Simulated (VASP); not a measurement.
# CaSe (Fm-3m) in VASP: further runs, part 2 of 2

VASP 6.6.1. The steps go on from the part before.

### 3 Relaxation of cell and atoms, PBEsol

This run uses another cell than the first one, of 26.20 Å³/atom, 1.037 times its volume.

Input file INCAR:

```
PREC = Accurate
ENCUT = 500
EDIFF = 1E-7
ISMEAR = 0
SIGMA = 0.02
LREAL = F
LASPH = T
NELM = 120
ALGO = Normal
ISIF = 3
LWAVE = F
LCHARG = F
GGA = PS
IBRION = 2
NSW = 100
EDIFFG = -0.005
GGA_COMPAT = F
NELMIN = 4
```

Input file KPOINTS:

```
regular mesh
0
Gamma
  8 8 8
```

Input file POSCAR:

```
CaSe
1.0
    0.0000000000      2.9702381052      2.9702381052
    2.9702381052      0.0000000000      2.9702381052
    2.9702381052      2.9702381052      0.0000000000
Ca Se
1 1
Direct
    0.0000000000      0.0000000000      0.0000000000
    0.5000000000      0.5000000000      0.5000000000
```

Potentials or basis: VASP PAW PBE potentials, release 64 (Ca_sv, Se).

Started as:

```
cat potpaw_PBE.64/Ca_sv/POTCAR potpaw_PBE.64/Se/POTCAR > POTCAR
mpirun -np 1 vasp_std > vasp.out
```

OUTCAR:

```text
PREC = Accurate
   ENCUT = 500
   EDIFF = 1E-7
   ISMEAR = 0
   LREAL = F
   LASPH = T
   NELM = 120
   ISIF = 3
   GGA = PS
   IBRION = 2
   NSW = 100
   EDIFFG = -0.005
   NELMIN = 4

 ion  position               nearest neighbor table
   1  0.000  0.000  0.000-   2 2.97   2 2.97   2 2.97   2 2.97   2 2.97   2 2.97
   2  0.500  0.500  0.500-   1 2.97   1 2.97   1 2.97   1 2.97   1 2.97   1 2.97

  LATTYP: Found a face centered cubic cell.
 ALAT       =     5.9404762104

  Lattice vectors:

 A1 = (   0.0000000000,   2.9702381052,   2.9702381052)
 A2 = (   2.9702381052,   0.0000000000,   2.9702381052)
 A3 = (   2.9702381052,   2.9702381052,   0.0000000000)

Analysis of symmetry for initial positions (statically):
=====================================================================
 Subroutine PRICEL returns:
 Original cell was already a primitive cell.

 Routine SETGRP: Setting up the symmetry group for a
 face centered cubic supercell.

 Subroutine GETGRP returns: Found 48 space group operations
 (whereof 48 operations were pure point group operations)
 out of a pool of 48 trial point group operations.

The static configuration has the point symmetry O_h .

Analysis of symmetry for dynamics (positions and initial velocities):
=====================================================================
 Subroutine PRICEL returns:
 Original cell was already a primitive cell.

 Routine SETGRP: Setting up the symmetry group for a
 face centered cubic supercell.

 Subroutine GETGRP returns: Found 48 space group operations
 (whereof 48 operations were pure point group operations)
 out of a pool of 48 trial point group operations.

The dynamic configuration has the point symmetry O_h .

 Subroutine INISYM returns: Found 48 space group operations
 (whereof 48 operations are pure point group operations),
 and found     1 'primitive' translations

----------------------------------------------------------------------------------------

                                     Primitive cell

  volume of cell :      52.4087

[... 100 lines left out ...]
   NUPDOWN=      -1.0000    fix difference up-down
   EMIN   =  10.00;   EMAX   =-10.00  energy-range for DOS
   EFERMI =   0.00;   METHOD = LEGACY
   ISMEAR =     0;   SIGMA  =   0.02  broadening in eV -4-tet -1-fermi 0-gaus
   EFERMI_NEDOS =   21; number of points for ismear=-14 and -15
   IALGO  =     38    algorithm
   IMIX   =      4    mixing-type and parameters
     AMIX     =   0.40;   BMIX     =  1.00
     AMIX_MAG =   1.60;   BMIX_MAG =  1.00
  volume/ion in A,a.u.               =      26.20       176.84
  Fermi-wavevector in a.u.,A,eV,Ry     =   1.102335  2.083111 16.533014  1.215142
  Thomas-Fermi vector in A             =   2.238776
   LORBIT       =      0    0 simple, 1 ext, 2 COOP (PROOUT), +10 PAW based schemes
   GGA     = PS    functional components
   LHFCALC =     F    Hartree Fock is set to
   AEXX    =    0.0000 exact exchange contribution
   IVDW    =     0    specifies the selected vdW correction
   LEPSILON=     F    determine dielectric tensor
   LRPA    =     F    only Hartree local field effects (RPA)
 conjugate gradient relaxation of ions
 non-spin polarized calculation
 Gauss-broadening in eV      SIGMA  =   0.02
  energy-cutoff  :      500.00
  volume of cell :       52.41
 maximum number of plane-waves:      1363
   NGX = 15   NGY = 15   NGZ = 15

--------------------------------------- Ionic step        1  -------------------------------------------

 number of electron      15.9999996 magnetization

 Free energy of the ion-electron system (eV)
  ---------------------------------------------------
  ext. energy  EPLUGINS =         0.00000000
  ---------------------------------------------------
  free energy    TOTEN  =       -10.06565490 eV

  energy without entropy =      -10.06565490  energy(sigma->0) =      -10.06565490

 E-fermi :   2.3599     XC(G=0):  -9.2727

 val. band max:        2.2549762784   @ k =   0.0000   0.0000   0.0000
 cond. band min:       4.2133475860   @ k =   0.5000   0.5000   0.0000
 fundamental gap:      1.9583713076
 Fermi energy:         2.3598752607

 k-point     1 :       0.0000    0.0000    0.0000
  band No.  band energies     occupation
      1     -37.3236      2.00000
      2     -18.3955      2.00000
      3     -18.3955      2.00000
      4     -18.3955      2.00000
      5      -9.5257      2.00000
      6       2.2550      2.00000
      7       2.2550      2.00000
      8       2.2550      2.00000
      9       5.3701      0.00000
     10       5.9092      0.00000
     11       5.9092      0.00000
     12       5.9092      0.00000
[... 416 lines left out ...]
--------------------------------------- Ionic step        3  -------------------------------------------

 number of electron      16.0000001 magnetization

 Free energy of the ion-electron system (eV)
  ---------------------------------------------------
  ext. energy  EPLUGINS =         0.00000000
  ---------------------------------------------------
  free energy    TOTEN  =       -10.07428802 eV

  energy without entropy =      -10.07428802  energy(sigma->0) =      -10.07428802

 E-fermi :   2.6997     XC(G=0):  -9.4123

 val. band max:        2.4824928921   @ k =   0.0000   0.0000   0.0000
 cond. band min:       4.3584971264   @ k =   0.5000   0.5000   0.0000
 fundamental gap:      1.8760042344
 Fermi energy:         2.6996892101

 k-point     1 :       0.0000    0.0000    0.0000
  band No.  band energies     occupation
      1     -36.9987      2.00000
      2     -18.0773      2.00000
      3     -18.0773      2.00000
      4     -18.0773      2.00000
      5      -9.4132      2.00000
      6       2.4825      2.00000
      7       2.4825      2.00000
      8       2.4825      2.00000
      9       5.7724      0.00000
     10       6.1210      0.00000
     11       6.1210      0.00000
     12       6.1210      0.00000
[... 374 lines left out ...]
  FREE ENERGIE OF THE ION-ELECTRON SYSTEM (eV)
  ---------------------------------------------------
  free  energy   TOTEN  =       -10.0742880229 eV

  energy  without entropy=      -10.0742880229  energy(sigma->0) =      -10.07428802

 reached required accuracy - stopping structural energy minimisation
```

OSZICAR:

```text
N       E                     dE             d eps       ncg     rms          rms(c)
DAV:   1     0.105951960189E+03    0.10595E+03   -0.74646E+03   696   0.119E+03
DAV:   2    -0.477466151193E+01   -0.11073E+03   -0.10585E+03   788   0.280E+02
DAV:   3    -0.992314174669E+01   -0.51485E+01   -0.49813E+01   920   0.570E+01
DAV:   4    -0.102144247221E+02   -0.29128E+00   -0.29089E+00  1208   0.114E+01
[... 25 lines left out ...]
DAV:   4    -0.100742740198E+02   -0.26753E-05   -0.80130E-05   856   0.116E-01    0.272E-02
DAV:   5    -0.100742876095E+02   -0.13590E-04   -0.46059E-05  1200   0.559E-02    0.440E-03
DAV:   6    -0.100742883039E+02   -0.69445E-06   -0.28595E-06   928   0.194E-02    0.219E-03
DAV:   7    -0.100742880608E+02    0.24313E-06   -0.14297E-07   728   0.402E-03    0.681E-04
DAV:   8    -0.100742880229E+02    0.37905E-07   -0.15784E-08   496   0.150E-03
   3 F= -.10074288E+02 E0= -.10074288E+02  d E =-.863313E-02
```

CONTCAR:

```text
CaSe
   1.00000000000000
    -0.0000000000000000    2.9379827194266523    2.9379827194266523
     2.9379827194266523   -0.0000000000000000    2.9379827194266523
     2.9379827194266523    2.9379827194266523    0.0000000000000000
  Ca              Se
     1     1
Direct
     0.0000000000000000    0.0000000000000000    0.0000000000000000
     0.5000000000000000    0.5000000000000000    0.5000000000000000

  0.00000000E+00  0.00000000E+00  0.00000000E+00
  0.00000000E+00  0.00000000E+00  0.00000000E+00
```

Wall time 36 s (1 thread of Intel Xeon Platinum 8259CL at 2.50GHz (Skylake/Cascade Lake), shared host); peak memory 0.19 GiB.

Results:

```yaml
Free_energy: -10.0743 eV
Relaxed_volume: 25.36 Å³/atom
Relaxed_cell: a = 4.155 Å, b = 4.155 Å, c = 4.155 Å, α = 60.00°, β = 60.00°, γ = 60.00°
Space_group_after_relaxing_to_0.05_Å: Fm-3m (No. 225)
Energy_gained_by_relaxing: 4.3 meV/atom
Ionic_steps: 3
Pressure_after_relaxing: 0.0 GPa
Band_gap_on_the_k_mesh: 1.88 eV, indirect (least direct gap 2.84 eV)
```

Step by step:
| step | energy change (eV) | largest force (eV/Å) | pressure (GPa) | volume (Å³) |
| --- | --- | --- | --- | --- |
| 1 | 0.0000 | 0.0000 | -1.59 | 52.41 |
| 2 | -0.0084 | 0.0000 | 0.28 | 50.46 |
| 3 | -0.0086 | 0.0000 | 0.00 | 50.72 |

Final structure:
```xyz
2
Lattice="0.0000 2.9380 2.9380 2.9380 0.0000 2.9380 2.9380 2.9380 0.0000" Properties=species:S:1:pos:R:3 pbc="T T T"
Ca    0.0000    0.0000    0.0000
Se    2.9380    2.9380    2.9380
```

Caveat: the PAW data sets were made with another functional, which shifts forces and pressure a little.
